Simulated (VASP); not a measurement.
# Ti2TeS (P1) in VASP: single point with PBE

Aim: the single point of Ti2TeS with PBE.

Everything below comes from runs of VASP 6.6.1. Logs are shortened: lines on timing, memory, paths and dates and some standing lists are left out, and cuts for length are marked.

### Step 1. The cell of the first run

The typed cell holds 8 atoms: a = 3.718 Å, b = 3.719 Å, c = 12.273 Å, α = 89.99°, β = 90.03°, γ = 120.03°.

### Step 2. Single point, PBE

The input, INCAR:

```
SYSTEM = Ti2TeS
  ALGO = Normal
  EDIFF = 1E-6
  ENCUT = 500
  GGA = PE
  GGA_COMPAT = .FALSE.
  ISIF = 2
  ISMEAR = 0
  LASPH = .TRUE.
  LCHARG = .FALSE.
  LREAL = .FALSE.
  LWAVE = .FALSE.
  NBANDS = 46
  NELM = 120
  PREC = Accurate
  SIGMA = 0.2
```

The input, KPOINTS:

```
k-points
0
G
  6 6 2
  0 0 0
```

The input, POSCAR:

```
Ti2TeS
1.0
    3.7176192854     -0.0015500053     -0.0009724335
   -1.8601690121      3.2206069038      0.0003575351
   -0.0035030343     -0.0004376927     12.2734572660
Ti Te S
4 2 2
Direct
    0.6667628646      0.3334994082      0.9087667580
    0.3331941993      0.6667085987      0.0912471205
    0.6669651551      0.3333288117      0.5912293254
    0.3330773383      0.6664720602      0.4087809827
    0.6663554555      0.3331739773      0.2500145776
    0.3336512566      0.6668204816      0.7499944922
    0.9999721489      0.0001086925      0.9999859693
    0.0000215815     -0.0001120301      0.4999807744
```

Potentials or basis: VASP PAW PBE potentials, release 64 (Ti_sv, Te, S).

The run is started by

```
cat potpaw_PBE.64/Ti_sv/POTCAR potpaw_PBE.64/Te/POTCAR potpaw_PBE.64/S/POTCAR > POTCAR
mpirun -np 1 vasp_std > vasp.out
```

OUTCAR:

```text
SYSTEM = Ti2TeS
   EDIFF = 1E-6
   ENCUT = 500
   GGA = PE
   ISIF = 2
   ISMEAR = 0
   LASPH = .TRUE.
   LREAL = .FALSE.
   NELM = 120
   PREC = Accurate

 ion  position               nearest neighbor table
   1  0.667  0.333  0.909-   7 2.42   7 2.42   7 2.42   6 2.90   6 2.90   6 2.90
   2  0.333  0.667  0.091-   7 2.42   7 2.42   7 2.42   5 2.90   5 2.90   5 2.90
   3  0.667  0.333  0.591-   8 2.42   8 2.42   8 2.42   6 2.90   6 2.90   6 2.90
   4  0.333  0.666  0.409-   8 2.42   8 2.42   8 2.42   5 2.90   5 2.90   5 2.90
   5  0.666  0.333  0.250-   4 2.90   2 2.90   2 2.90   4 2.90   2 2.90   4 2.90
   6  0.334  0.667  0.750-   3 2.90   1 2.90   3 2.90   1 2.90   1 2.90   3 2.90
   7  1.000  0.000  1.000-   1 2.42   1 2.42   2 2.42   1 2.42   2 2.42   2 2.42
   8  0.000  1.000  0.500-   4 2.42   3 2.42   4 2.42   3 2.42   4 2.42   3 2.42

  LATTYP: Found a triclinic cell.
 ALAT       =     3.7176197357
 B/A-ratio  =     0.9997015882
 C/A-ratio  =     3.3014290450
 COS(alpha) =     0.0003389848
 COS(beta)  =     0.0005469747
 COS(gamma) =     0.4994222793

  Lattice vectors:

 A1 = (  -3.7176192854,   0.0015500053,   0.0009724335)
 A2 = (  -1.8574502733,  -3.2190568985,   0.0006148984)
 A3 = (  -0.0035030343,  -0.0004376927,  12.2734572660)

Analysis of symmetry for initial positions (statically):
=====================================================================
 Subroutine PRICEL returns:
 Original cell was already a primitive cell.

 Routine SETGRP: Setting up the symmetry group for a
 triclinic supercell.

 Subroutine GETGRP returns: Found  1 space group operations
 (whereof  1 operations were pure point group operations)
 out of a pool of  2 trial point group operations.

The static configuration has the point symmetry C_1 .

Analysis of symmetry for dynamics (positions and initial velocities):
=====================================================================
 Subroutine PRICEL returns:
 Original cell was already a primitive cell.

 Routine SETGRP: Setting up the symmetry group for a
 triclinic supercell.

 Subroutine GETGRP returns: Found  1 space group operations
 (whereof  1 operations were pure point group operations)
 out of a pool of  2 trial point group operations.

The dynamic configuration has the point symmetry C_1 .

 Subroutine INISYM returns: Found  1 space group operations
 (whereof  1 operations are pure point group operations),
 and found     1 'primitive' translations

----------------------------------------------------------------------------------------

                                     Primitive cell

  volume of cell :     146.9146

  direct lattice vectors                    reciprocal lattice vectors
     3.717619285 -0.001550005 -0.000972434     0.269054165  0.155401204  0.000082334
    -1.860169012  3.220606904  0.000357535     0.000129493  0.310575275  0.000011113
    -0.003503034 -0.000437693 12.273457266     0.000021314  0.000003265  0.081476641

  length of vectors
     3.717619736  3.719211974 12.273457774     0.310708360  0.310575302  0.081476644

  position of ions in fractional coordinates (direct lattice)
     0.666762865  0.333499408  0.908766758
     0.333194199  0.666708599  0.091247121
     0.666965155  0.333328812  0.591229325
     0.333077338  0.666472060  0.408780983
     0.666355456  0.333173977  0.250014578
     0.333651257  0.666820482  0.749994492
     0.999972149  0.000108692  0.999985969
     0.000021582  0.999887970  0.499980774

  ion indices of the primitive-cell ions
   primitive index   ion index
                 1           1
                 2           2
                 3           3
                 4           4
                 5           5
                 6           6
                 7           7
                 8           8

----------------------------------------------------------------------------------------

 KPOINTS: k-points

Automatic generation of k-mesh.
 Grid dimensions read from file:
 generate k-points for:    6    6    2

 Generating k-lattice:

  Cartesian coordinates                     Fractional coordinates (reciprocal lattice)
     0.044842361  0.025900201  0.000013722     0.166666667  0.000000000  0.000000000
     0.000021582  0.051762546  0.000001852     0.000000000  0.166666667  0.000000000
     0.000010657  0.000001633  0.040738321     0.000000000 -0.000000000  0.500000000

  Length of vectors
     0.051784727  0.051762550  0.040738322

  Shift w.r.t. Gamma in fractional coordinates (k-lattice)
     0.000000000  0.000000000  0.000000000

 Subroutine IBZKPT returns following result:
 ===========================================

 Found     40 irreducible k-points:

 Following reciprocal coordinates:
            Coordinates               Weight
  0.000000  0.000000  0.000000      1.000000
  0.166667 -0.000000  0.000000      2.000000
  0.333333 -0.000000  0.000000      2.000000
  0.500000 -0.000000  0.000000      1.000000
 -0.000000  0.166667 -0.000000      2.000000
  0.166667  0.166667  0.000000      2.000000
[... 16 lines left out ...]
  0.333333 -0.000000  0.500000      2.000000
  0.500000 -0.000000  0.500000      1.000000
 [... further k-points ...]
   k-points           NKPTS =     40   k-points in BZ     NKDIM =     40   number of bands    NBANDS=     46
   number of dos      NEDOS =    301   number of ions     NIONS =      8
   total plane-waves  NPLWV =  70560
   dimension x,y,z NGX =    28 NGY =   28 NGZ =   90
   dimension x,y,z NGXF=    56 NGYF=   56 NGZF=  180
   ions per type =               4   2   2
   NGX,Y,Z   is equivalent  to a cutoff of  12.52, 12.52, 12.19 a.u.
   NGXF,Y,Z  is equivalent  to a cutoff of  25.04, 25.03, 24.38 a.u.
 SYSTEM =  Ti2TeS
   PREC   = accura    normal or accurate (medium, high low for compatibility)
   ISTART =      0    job   : 0-new  1-cont  2-samecut
   ICHARG =      2    charge: 1-file 2-atom 10-const
   ISPIN  =      1    spin polarized calculation?
   LNONCOLLINEAR =      F non collinear calculations
   LSORBIT =      F    spin-orbit coupling
   LASPH  =      T    aspherical Exc in radial PAW
   ENCUT  =  500.0 eV  36.75 Ry    6.06 a.u.   6.78  6.78 22.38*2*pi/ulx,y,z
   NELM   =    120;   NELMIN=  2; NELMDL= -5     # of ELM steps
   EDIFF  = 0.1E-05   stopping-criterion for ELM
   LREAL  =      F    real-space projection
   EDIFFG = 0.1E-04   stopping-criterion for IOM
   NSW    =      0    number of steps for IOM
   IBRION =     -1    ionic relax: 0-MD 1-quasi-New 2-CG
   NFREE  =      0    steps in history (QN), initial steepest desc. (CG)
   ISIF   =      2    stress and relaxation
   ISYM   =      2    0-nonsym 1-usesym 2-fastsym
   POTIM  = 0.5000    time-step for ionic-motion
   TEBEG  =    0.0;   TEEND  =   0.0 temperature during run
   PSTRESS=    0.0 pullay stress
   NELECT =      72.0000    total number of electrons
   NUPDOWN=      -1.0000    fix difference up-down
   EMIN   =  10.00;   EMAX   =-10.00  energy-range for DOS
   EFERMI =   0.00;   METHOD = LEGACY
   ISMEAR =     0;   SIGMA  =   0.20  broadening in eV -4-tet -1-fermi 0-gaus
   EFERMI_NEDOS =   21; number of points for ismear=-14 and -15
   IALGO  =     38    algorithm
   IMIX   =      4    mixing-type and parameters
     AMIX     =   0.40;   BMIX     =  1.00
     AMIX_MAG =   1.60;   BMIX_MAG =  1.00
  volume/ion in A,a.u.               =      18.36       123.93
  Fermi-wavevector in a.u.,A,eV,Ry     =   1.290716  2.439100 22.666595  1.665948
  Thomas-Fermi vector in A             =   2.422530
   LORBIT       =      0    0 simple, 1 ext, 2 COOP (PROOUT), +10 PAW based schemes
   GGA     = PE    functional components
   LHFCALC =     F    Hartree Fock is set to
   AEXX    =    0.0000 exact exchange contribution
   IVDW    =     0    specifies the selected vdW correction
   LEPSILON=     F    determine dielectric tensor
   LRPA    =     F    only Hartree local field effects (RPA)
 non-spin polarized calculation
 Gauss-broadening in eV      SIGMA  =   0.20
  energy-cutoff  :      500.00
  volume of cell :      146.91
 maximum number of plane-waves:      3750
   NGX = 13   NGY = 13   NGZ = 45

 number of electron      71.9999980 magnetization

 Free energy of the ion-electron system (eV)
  ---------------------------------------------------
  ext. energy  EPLUGINS =         0.00000000
  ---------------------------------------------------
  free energy    TOTEN  =       -53.87041561 eV

  energy without entropy =      -53.73427756  energy(sigma->0) =      -53.80234658

 E-fermi :   9.9090     XC(G=0): -11.1231

 val. band max:        9.9073414714   @ k =   0.5000   0.1667  -0.0000
 cond. band min:       9.9092654709   @ k =   0.3333   0.5000  -0.0000
 fundamental gap:      0.0019239995
 Fermi energy:         9.9090162910

 k-point     1 :       0.0000    0.0000    0.0000
  band No.  band energies     occupation
      1     -47.6770      2.00000
      2     -47.6765      2.00000
      3     -47.6456      2.00000
      4     -47.6450      2.00000
      5     -24.0909      2.00000
      6     -24.0791      2.00000
[... 38 lines left out ...]
     45      10.9967      0.00000
     46      11.0580      0.00000

 k-point     2 :       0.1667   -0.0000    0.0000
  band No.  band energies     occupation
      1     -47.6741      2.00000
      2     -47.6735      2.00000
      3     -47.6464      2.00000
      4     -47.6459      2.00000
      5     -24.0861      2.00000
      6     -24.0755      2.00000
[... 38 lines left out ...]
     45      11.1152      0.00000
     46      11.3634      0.00000

 k-point     3 :       0.3333   -0.0000    0.0000
  band No.  band energies     occupation
      1     -47.6671      2.00000
      2     -47.6666      2.00000
      3     -47.6492      2.00000
      4     -47.6487      2.00000
      5     -24.0786      2.00000
      6     -24.0712      2.00000
[... 1018 lines left out ...]
     45      11.4846      0.00000
     46      11.6174      0.00000

 k-point    24 :       0.5000   -0.0000    0.5000
  band No.  band energies     occupation
      1     -47.6620      2.00000
      2     -47.6619      2.00000
      3     -47.6519      2.00000
      4     -47.6517      2.00000
      5     -24.0732      2.00000
      6     -24.0732      2.00000
[... 38 lines left out ...]
     45      11.2272      0.00000
     46      11.2276      0.00000

 [... further k-points ...]

------------------------ aborting loop because EDIFF is reached ----------------------------------------

  FORCE on cell =-STRESS in cart. coord.  units (eV):
  Direction    XX          YY          ZZ          XY          YZ          ZX
  --------------------------------------------------------------------------------------
  -------------------------------------------------------------------------------------
  Total        0.0273746      0.0287494     -0.0238420      0.0316683      0.0041350      0.0308322
  in kB        0.2985333      0.3135271     -0.2600086      0.3453582      0.0450947      0.3362403
  external PRESSURE =       0.1173506 kB  Pullay stress =       0.0000000 kB

 VOLUME and BASIS-vectors are now :
 -----------------------------------------------------------------------------
  energy-cutoff  :      500.00
  volume of cell :      146.91
      direct lattice vectors                 reciprocal lattice vectors
     3.717619285 -0.001550005 -0.000972434     0.269054165  0.155401204  0.000082334
    -1.860169012  3.220606904  0.000357535     0.000129493  0.310575275  0.000011113
    -0.003503034 -0.000437693 12.273457266     0.000021314  0.000003265  0.081476641

 POSITION                                       TOTAL-FORCE (eV/Angst)
 -----------------------------------------------------------------------------------
      1.85522      1.07264     11.15318         0.000227     -0.000849     -0.006404
     -0.00182      2.14665      1.11983         0.000294     -0.000050      0.004895
      1.85740      1.07223      7.25590        -0.000462     -0.000424      0.006258
     -0.00293      2.14575      5.01707         0.000042      0.000888     -0.007503
      1.85662      1.07188      3.06801        -0.000282      0.001264     -0.001397
     -0.00264      2.14672      9.20494         0.000047     -0.001097     -0.000153
      3.71381     -0.00164     12.27231         0.000639     -0.000489      0.001774
     -1.86163      3.22003      6.13685        -0.000504      0.000757      0.002530
 -----------------------------------------------------------------------------------
    total drift:                               -0.000022     -0.000030     -0.000455

  FREE ENERGIE OF THE ION-ELECTRON SYSTEM (eV)
  ---------------------------------------------------
  free  energy   TOTEN  =       -53.8704156059 eV

  energy  without entropy=      -53.7342775585  energy(sigma->0) =      -53.80234658
```

It took 9.8 min on 1 thread of Intel Xeon 8259CL, shared host; peak memory 0.39 GiB.

Results:

| Quantity | Value |
| --- | --- |
| Free energy | -53.8704 eV |
| Pressure | 0.0 GPa |
| Largest force | 0.008 eV/Å |
| Band gap on the k mesh | zero (bands 36 and 37 overlap by 0.58 eV) |

Forces in eV/Å, atoms in the order of the input:
```
Ti   0.000 -0.001 -0.006
Ti   0.000  0.000  0.005
Ti   0.000  0.000  0.006
Ti   0.000  0.001 -0.008
Te   0.000  0.001 -0.001
Te   0.000 -0.001  0.000
S    0.001  0.000  0.002
S   -0.001  0.001  0.003
```

Caveat: spin-orbit coupling is left out, which moves the levels of the heavy elements.
